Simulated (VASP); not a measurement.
Ge2TeS: single point with PBE

Crystal: Ge2TeS.

```
S Te Ge
1.0
     2.06830    1.19414    6.71634
    -2.06830    1.19414    6.71634
     0.00000   -2.38827    6.71634
S Te Ge
1 1 2
Direct
  0.00000 0.00000 0.00000
  0.50000 0.50000 0.50000
  0.25891 0.25891 0.25891
  0.74109 0.74109 0.74109
```

* Program: VASP 6.6.1
* Task: single point
* Functional: PBE
* Potentials or basis: VASP PAW PBE potentials, release 64 (S, Te, Ge_d)
* Cutoff: 520 eV
* k mesh: 6 × 6 × 6
* Occupations: gaussian, width 0.01 eV
* Spin: no spin polarisation
* Dipole correction: no
* Further INCAR settings: ALGO = Normal; EDIFF = 1e-06; NBANDS = 28

The pressure is -2.8 GPa. The largest force is 0.026 eV/Å and the band gap on the k mesh is 0.42 eV.

Forces in eV/Å, atoms in the order of the input:
```
S    0.000  0.000  0.000
Te   0.000  0.000  0.000
Ge   0.000  0.000 -0.026
Ge   0.000  0.000  0.026
```

Levels at points of the mesh, in eV from the valence-band top:
```
           k point  band 16  band 17  band 18  band 19  band 20  band 21  band 22  band 23  band 24  band 25
(0.00, 0.00, 0.00)    -2.43    -1.82    -0.88    -0.88     0.00     0.52     0.72     0.72     3.91     3.91
(0.50, 0.00, 0.00)    -3.81    -3.37    -2.45    -2.32    -2.28     2.90     3.06     3.25     3.26     3.66
(0.50, 0.50, 0.00)    -3.68    -3.47    -1.52    -1.37     0.00     0.42     0.82     0.83     3.16     5.05
(0.50, 0.50, 0.50)    -2.45    -1.17    -1.04    -1.04    -0.88     1.91     1.91     2.18     2.20     2.20
```

It took 2.1 min on 1 thread of Intel(R) Xeon(R) 6975P-C (Granite Rapids), with other jobs on the host, peak memory 0.42 GiB.

Caveat: spin-orbit coupling is left out, which moves the levels of the heavy elements. A k mesh can miss the band edges.
